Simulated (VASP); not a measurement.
# SnAu2O3 (P-3m1) in VASP: a series of runs

SnAu2O3 is run at these levels: PBEsol; tasks: single point, relaxation of cell and atoms.

Everything below comes from runs of VASP 6.6.1. Logs are shortened: lines on timing, memory, paths and dates and some standing lists are left out, and cuts for length are marked.

### 1 The cell of the first run

The structure is trigonal, space group P-3m1 (No. 164). The conventional cell has a = 3.097 Å, b = 3.097 Å, c = 11.227 Å, α = 90.00°, β = 90.00°, γ = 120.00°. Within 2.7 Å of Sn (site symmetry -3m) lie 6 O at 2.08 Å. Au (site symmetry 3m) has 3 O at 2.35 Å and 6 Au at 3.10 Å within 3.1 Å. O (site symmetry 3m) has 3 Sn at 2.08 Å and 3 O at 2.77 Å within 2.8 Å. Within 3.1 Å of O (site symmetry -3m) lie 6 Au at 2.35 Å and 6 O at 3.10 Å.

### 2 Single point, PBEsol

File INCAR:

```
SYSTEM = SnAu2O3
ALGO = Normal
EDIFF = 1E-6
ENCUT = 520
GGA = PS
ISIF = 2
ISMEAR = -1
LASPH = .True.
LCHARG = .False.
LREAL = .False.
LWAVE = .False.
NBANDS = 36
NELM = 60
PREC = Accurate
SIGMA = 0.03
```

File KPOINTS:

```
k-points
0
Gamma
  6 6 4
  0 0 0
```

File POSCAR:

```
SnAu2O3
1.0
    3.0965768550     -0.0000000025      0.0000000000
   -1.5482884253      2.6817142224      0.0000000000
    0.0000000000      0.0000000000     11.2265794712
Sn Au O
1 2 3
Direct
    0.0000000000      0.0000000000      0.0000000000
    0.3333333333      0.6666666667      0.6361020037
    0.6666666667      0.3333333333      0.3638979963
    0.3333333333      0.6666666667      0.0940950044
    0.6666666667      0.3333333333      0.9059049956
    0.0000000000      0.0000000000      0.5000000000
```

Potentials or basis: VASP PAW PBE potentials, release 64 (Sn_d, Au, O).

Launch:

```bash
$ cat potpaw_PBE.64/Sn_d/POTCAR potpaw_PBE.64/Au/POTCAR potpaw_PBE.64/O/POTCAR > POTCAR
$ mpirun -np 1 vasp_std > vasp.out
```

OUTCAR:

```text
SYSTEM = SnAu2O3
   EDIFF = 1E-6
   ENCUT = 520
   GGA = PS
   ISIF = 2
   ISMEAR = -1
   LASPH = .True.
   LREAL = .False.
   NELM = 60
   PREC = Accurate

 ion  position               nearest neighbor table
   1  0.000  0.000  0.000-   4 2.08   5 2.08   4 2.08   5 2.08   5 2.08   4 2.08
   2  0.333  0.667  0.636-   6 2.35   6 2.35   6 2.35   3 3.54   3 3.54   3 3.54
   3  0.667  0.333  0.364-   6 2.35   6 2.35   6 2.35   2 3.54   2 3.54   2 3.54
   4  0.333  0.667  0.094-   1 2.08   1 2.08   1 2.08
   5  0.667  0.333  0.906-   1 2.08   1 2.08   1 2.08
   6  0.000  0.000  0.500-   2 2.35   3 2.35   2 2.35   3 2.35   3 2.35   2 2.35

  LATTYP: Found a hexagonal cell.
 ALAT       =     3.0965768550
 C/A-ratio  =     3.6254806507

  Lattice vectors:

 A1 = (   3.0965768550,  -0.0000000025,   0.0000000000)
 A2 = (  -1.5482884253,   2.6817142224,   0.0000000000)
 A3 = (   0.0000000000,   0.0000000000,  11.2265794712)

Analysis of symmetry for initial positions (statically):
=====================================================================
 Subroutine PRICEL returns:
 Original cell was already a primitive cell.

 Routine SETGRP: Setting up the symmetry group for a
 hexagonal supercell.

 Subroutine GETGRP returns: Found 12 space group operations
 (whereof 12 operations were pure point group operations)
 out of a pool of 24 trial point group operations.

The static configuration has the point symmetry D_3d.

Analysis of symmetry for dynamics (positions and initial velocities):
=====================================================================
 Subroutine PRICEL returns:
 Original cell was already a primitive cell.

 Routine SETGRP: Setting up the symmetry group for a
 hexagonal supercell.

 Subroutine GETGRP returns: Found 12 space group operations
 (whereof 12 operations were pure point group operations)
 out of a pool of 24 trial point group operations.

The dynamic configuration has the point symmetry D_3d.

 Subroutine INISYM returns: Found 12 space group operations
 (whereof 12 operations are pure point group operations),
 and found     1 'primitive' translations

----------------------------------------------------------------------------------------

                                     Primitive cell

  volume of cell :      93.2270

  direct lattice vectors                    reciprocal lattice vectors
     3.096576855 -0.000000003  0.000000000     0.322937246  0.186447905  0.000000000
    -1.548288425  2.681714222  0.000000000     0.000000000  0.372895811  0.000000000
     0.000000000  0.000000000 11.226579471     0.000000000  0.000000000  0.089074326

  length of vectors
     3.096576855  3.096576855 11.226579471     0.372895811  0.372895811  0.089074326

  position of ions in fractional coordinates (direct lattice)
     0.000000000  0.000000000  0.000000000
     0.333333333  0.666666667  0.636102004
     0.666666667  0.333333333  0.363897996
     0.333333333  0.666666667  0.094095004
     0.666666667  0.333333333  0.905904996
     0.000000000  0.000000000  0.500000000

  ion indices of the primitive-cell ions
   primitive index   ion index
                 1           1
                 2           2
                 3           3
                 4           4
                 5           5
                 6           6

----------------------------------------------------------------------------------------

 KPOINTS: k-points

Automatic generation of k-mesh.
 Grid dimensions read from file:
 generate k-points for:    6    6    4

 Generating k-lattice:

  Cartesian coordinates                     Fractional coordinates (reciprocal lattice)
     0.053822874  0.031074651  0.000000000     0.166666667  0.000000000  0.000000000
     0.000000000  0.062149302  0.000000000     0.000000000  0.166666667  0.000000000
     0.000000000  0.000000000  0.022268582     0.000000000  0.000000000  0.250000000

  Length of vectors
     0.062149302  0.062149302  0.022268582

  Shift w.r.t. Gamma in fractional coordinates (k-lattice)
     0.000000000  0.000000000  0.000000000

 Subroutine IBZKPT returns following result:
 ===========================================

 Found     24 irreducible k-points:

 Following reciprocal coordinates:
            Coordinates               Weight
  0.000000  0.000000  0.000000      1.000000
  0.166667  0.000000  0.000000      6.000000
  0.333333  0.000000  0.000000      6.000000
  0.500000  0.000000  0.000000      3.000000
  0.166667  0.166667  0.000000      6.000000
  0.333333  0.166667  0.000000     12.000000
[... 16 lines left out ...]
  0.333333  0.166667  0.500000     12.000000
  0.333333  0.333333  0.500000      2.000000
   k-points           NKPTS =     24   k-points in BZ     NKDIM =     24   number of bands    NBANDS=     36
   number of dos      NEDOS =    301   number of ions     NIONS =      6
   total plane-waves  NPLWV =  48384
   dimension x,y,z NGX =    24 NGY =   24 NGZ =   84
   dimension x,y,z NGXF=    48 NGYF=   48 NGZF=  168
   ions per type =               1   2   3
   NGX,Y,Z   is equivalent  to a cutoff of  12.88, 12.88, 12.44 a.u.
   NGXF,Y,Z  is equivalent  to a cutoff of  25.77, 25.77, 24.88 a.u.
 SYSTEM =  SnAu2O3
   PREC   = accura    normal or accurate (medium, high low for compatibility)
   ISTART =      0    job   : 0-new  1-cont  2-samecut
   ICHARG =      2    charge: 1-file 2-atom 10-const
   ISPIN  =      1    spin polarized calculation?
   LNONCOLLINEAR =      F non collinear calculations
   LSORBIT =      F    spin-orbit coupling
   LASPH  =      T    aspherical Exc in radial PAW
   ENCUT  =  520.0 eV  38.22 Ry    6.18 a.u.   5.76  5.76 20.87*2*pi/ulx,y,z
   NELM   =     60;   NELMIN=  2; NELMDL= -5     # of ELM steps
   EDIFF  = 0.1E-05   stopping-criterion for ELM
   LREAL  =      F    real-space projection
   EDIFFG = 0.1E-04   stopping-criterion for IOM
   NSW    =      0    number of steps for IOM
   IBRION =     -1    ionic relax: 0-MD 1-quasi-New 2-CG
   NFREE  =      0    steps in history (QN), initial steepest desc. (CG)
   ISIF   =      2    stress and relaxation
   ISYM   =      2    0-nonsym 1-usesym 2-fastsym
   POTIM  = 0.5000    time-step for ionic-motion
   TEBEG  =    0.0;   TEEND  =   0.0 temperature during run
   PSTRESS=    0.0 pullay stress
   NELECT =      54.0000    total number of electrons
   NUPDOWN=      -1.0000    fix difference up-down
   EMIN   =  10.00;   EMAX   =-10.00  energy-range for DOS
   EFERMI =   0.00;   METHOD = LEGACY
   ISMEAR =    -1;   SIGMA  =   0.03  broadening in eV -4-tet -1-fermi 0-gaus
   EFERMI_NEDOS =   21; number of points for ismear=-14 and -15
   IALGO  =     38    algorithm
   IMIX   =      4    mixing-type and parameters
     AMIX     =   0.40;   BMIX     =  1.00
     AMIX_MAG =   1.60;   BMIX_MAG =  1.00
  volume/ion in A,a.u.               =      15.54       104.85
  Fermi-wavevector in a.u.,A,eV,Ry     =   1.364663  2.578840 25.338207  1.862306
  Thomas-Fermi vector in A             =   2.490959
   LORBIT       =      0    0 simple, 1 ext, 2 COOP (PROOUT), +10 PAW based schemes
   GGA     = PS    functional components
   LHFCALC =     F    Hartree Fock is set to
   AEXX    =    0.0000 exact exchange contribution
   IVDW    =     0    specifies the selected vdW correction
   LEPSILON=     F    determine dielectric tensor
   LRPA    =     F    only Hartree local field effects (RPA)
 non-spin polarized calculation
  energy-cutoff  :      520.00
  volume of cell :       93.23
 maximum number of plane-waves:      2532
 NGX is ok and might be reduce to    24
   NGX = 11   NGY = 11   NGZ = 41

 number of electron      53.9999992 magnetization

 Free energy of the ion-electron system (eV)
  ---------------------------------------------------
  ext. energy  EPLUGINS =         0.00000000
  ---------------------------------------------------
  free energy    TOTEN  =       -29.54170849 eV

  energy without entropy =      -29.52811560  energy(sigma->0) =      -29.53491205

 E-fermi :   5.8161     XC(G=0): -10.9842

 val. band max:        5.7861402976   @ k =   0.1667   0.0000   0.0000
 cond. band min:       5.8414231845   @ k =   0.3333   0.0000   0.2500
 fundamental gap:      0.0552828868
 Fermi energy:         5.8160905857

 k-point     1 :       0.0000    0.0000    0.0000
  band No.  band energies     occupation
      1     -17.2964      2.00000
      2     -17.0093      2.00000
      3     -17.0093      2.00000
      4     -16.7008      2.00000
      5     -16.7008      2.00000
      6     -15.6243      2.00000
[... 28 lines left out ...]
     35      14.7084      0.00000
     36      17.4436      0.00000

 k-point     2 :       0.1667    0.0000    0.0000
  band No.  band energies     occupation
      1     -17.3435      2.00000
      2     -17.0862      2.00000
      3     -16.9267      2.00000
      4     -16.7893      2.00000
      5     -16.7076      2.00000
      6     -15.4309      2.00000
[... 28 lines left out ...]
     35      15.1579      0.00000
     36      17.0149      0.00000

 k-point     3 :       0.3333    0.0000    0.0000
  band No.  band energies     occupation
      1     -17.8527      2.00000
      2     -16.9230      2.00000
      3     -16.8312      2.00000
      4     -16.7410      2.00000
      5     -16.6448      2.00000
      6     -14.8211      2.00000
[... 28 lines left out ...]
     35      14.0101      0.00000
     36      15.2082      0.00000
[... 742 lines left out ...]
 k-point    23 :       0.3333    0.1667    0.5000
  band No.  band energies     occupation
      1     -17.8863      2.00000
      2     -17.1279      2.00000
      3     -16.8825      2.00000
      4     -16.7097      2.00000
      5     -16.6137      2.00000
      6     -14.0161      2.00000
[... 28 lines left out ...]
     35      13.9588      0.00000
     36      14.7720      0.00000

 k-point    24 :       0.3333    0.3333    0.5000
  band No.  band energies     occupation
      1     -17.5952      2.00000
      2     -17.5952      2.00000
      3     -16.7685      2.00000
      4     -16.7685      2.00000
      5     -16.6645      2.00000
      6     -12.9133      2.00000
[... 28 lines left out ...]
     35      12.8787      0.00000
     36      13.2030      0.00000

------------------------ aborting loop because EDIFF is reached ----------------------------------------

  FORCE on cell =-STRESS in cart. coord.  units (eV):
  Direction    XX          YY          ZZ          XY          YZ          ZX
  --------------------------------------------------------------------------------------
  -------------------------------------------------------------------------------------
  Total        0.2047992      0.2047992      0.0472140      0.0000000      0.0000000      0.0000000
  in kB        3.5196307      3.5196307      0.8114091      0.0000000      0.0000000      0.0000000
  external PRESSURE =       2.6168902 kB  Pullay stress =       0.0000000 kB

 VOLUME and BASIS-vectors are now :
 -----------------------------------------------------------------------------
  energy-cutoff  :      520.00
  volume of cell :       93.23
      direct lattice vectors                 reciprocal lattice vectors
     3.096576855 -0.000000003  0.000000000     0.322937246  0.186447905  0.000000000
    -1.548288425  2.681714222  0.000000000     0.000000000  0.372895811  0.000000000
     0.000000000  0.000000000 11.226579471     0.000000000  0.000000000  0.089074326

 POSITION                                       TOTAL-FORCE (eV/Angst)
 -----------------------------------------------------------------------------------
      0.00000      0.00000      0.00000        -0.000000     -0.000000      0.000000
      0.00000      1.78781      7.14125        -0.000000     -0.000000     -0.008971
      1.54829      0.89390      4.08533        -0.000000      0.000000      0.008971
      0.00000      1.78781      1.05637         0.000000      0.000000      0.068113
      1.54829      0.89390     10.17021         0.000000     -0.000000     -0.068113
      0.00000      0.00000      5.61329        -0.000000     -0.000000      0.000000
 -----------------------------------------------------------------------------------
    total drift:                                0.000000     -0.000000      0.000000

  FREE ENERGIE OF THE ION-ELECTRON SYSTEM (eV)
  ---------------------------------------------------
  free  energy   TOTEN  =       -29.5417084938 eV

  energy  without entropy=      -29.5281156003  energy(sigma->0) =      -29.53491205
```

Wall time 2.4 min (1 thread of Intel Xeon 8259CL, shared host); peak memory 0.25 GiB.

What came out:

| Quantity | Value |
| --- | --- |
| Free energy | -29.5417 eV |
| Pressure | 0.3 GPa |
| Largest force | 0.068 eV/Å |
| Band gap on the k mesh | zero (bands 27 and 28 overlap by 0.39 eV) |

Forces on the atoms (eV/Å):
```
Sn   0.000  0.000  0.000
Au   0.000  0.000 -0.009
Au   0.000  0.000  0.009
O    0.000  0.000  0.068
O    0.000  0.000 -0.068
O    0.000  0.000  0.000
```

Stress tensor (GPa, compression positive):
```
0.35 0.00 0.00
0.00 0.35 0.00
0.00 0.00 0.08
```

Caveat: the k points lie up to 0.39 Å⁻¹ apart; the PAW data sets were made with another functional, which shifts forces and pressure a little; spin-orbit coupling is left out, which moves the levels of the heavy elements.

(Part 1 of 2 ends here.)
